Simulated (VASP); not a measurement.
Runs of VASP 6.6.1 on BN. The structure is that of space group F-43m (No. 216), or close to it. The cells are those of the table. 

```csv
level,cell,k mesh,smearing,gap on the mesh (eV),pressure (GPa),largest force (eV/Å)
PBE,"a = 2.547 Å, angles 59.5°, 2 atoms",6 × 6 × 6,gaussian 0.01 eV,4.46,12.6,0.02
r2SCAN,"a = 2.541 Å, angles 59.0°, 2 atoms",12 × 12 × 12,gaussian 0.01 eV,4.96,17.1,0.01
PBE,"a = 2.535 Å, angles 58.5°, 2 atoms",6 × 6 × 6,gaussian 0.01 eV,4.40,30.0,0.05
PBE,"a = 2.530 Å, angles 57.9°, 2 atoms",6 × 6 × 6,gaussian 0.01 eV,(a),39.8,0.07
PBE,"a = 2.541 Å, angles 59.0°, 2 atoms",6 × 6 × 6,gaussian 0.01 eV,4.44,(b),0.04
PBE,"a = 2.570 Å, angles 61.5°, 2 atoms",6 × 6 × 6,gaussian 0.01 eV,4.32,-13.8,0.04
PBE,"a = 2.577 Å, angles 62.0°, 2 atoms",6 × 6 × 6,gaussian 0.01 eV,4.29,-18.9,0.06
PBE,"a = 2.570 Å, angles 61.5°, 2 atoms",12 × 12 × 12,fermi-dirac 0.02 eV,4.32,-13.8,0.04
```

Alike in all rows: task single point; potentials or basis VASP PAW PBE potentials, release 64 (B, N); no spin polarisation; cutoff (eV) 520.

Task: Estimate the missing entries.

Result: (a) 4.35; (b) 20.9.

Caveats: some runs use coarse meshes; the PAW data sets were made with another functional, which shifts forces and pressure a little (some runs).

A k mesh can miss the band edges.
